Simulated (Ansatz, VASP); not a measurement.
Two plane-wave programs on Ru8N

```
CELL_PARAMETERS angstrom
5.39519 0.00000 0.00000
-2.69759 4.67237 0.00000
0.00000 0.00000 25.03831
ATOMIC_POSITIONS crystal
Ru 0.33333 0.16667 0.15976
Ru 0.33333 0.66667 0.15976
Ru 0.83333 0.16667 0.15976
Ru 0.83333 0.66667 0.15976
Ru 0.16667 0.33333 0.24494
Ru 0.16667 0.83333 0.24494
Ru 0.66667 0.33333 0.24494
Ru 0.66667 0.83333 0.24494
Ru 0.33333 0.16667 0.32997
Ru 0.33333 0.66667 0.32997
Ru 0.83333 0.16667 0.32997
Ru 0.83333 0.66667 0.32997
Ru 0.16667 0.33333 0.41290
Ru 0.16667 0.83333 0.41290
Ru 0.66667 0.33333 0.41290
Ru 0.66667 0.83333 0.41290
N 0.16667 0.41667 0.55668
N 0.16667 0.41667 0.60061
```

Alike in both runs: task single point; functional PBE; dispersion D3(BJ); k mesh 6 × 6 × 1; occupations gaussian, width 0.1 eV; no spin polarisation.

```csv
,VASP,Ansatz
version,VASP 6.6.1,Ansatz 0.2.0
potentials or method,"VASP PAW PBE potentials, release 64 (Ru_pv, N), cutoff 520 eV","scalar-relativistic, plane waves, PAW"
valence electrons in the cell,234,266
```

Ansatz gave:

* gap on the k mesh at the Fermi level (eV): none
* rms of the force components (eV/Å): 0.211

What did VASP give for the same quantities?

gap on the k mesh at the Fermi level (eV): none; rms of the force components (eV/Å): 0.458.

Atom by atom the forces differ by 0.345 eV/Å (rms over components). A gap of «none» marks a metal or a gap that the smearing closes. One of these differences is far larger than is usual between the two programs; its cause wasn't traced. VASP's potentials hold 234 valence electrons a cell and Ansatz's 266, so a difference there can come from the potentials and not from the codes. Ansatz's warnings: xc potential rough in thin density.

Noted on VASP's run: the standard files for N, O and F lose accuracy on very short bonds.
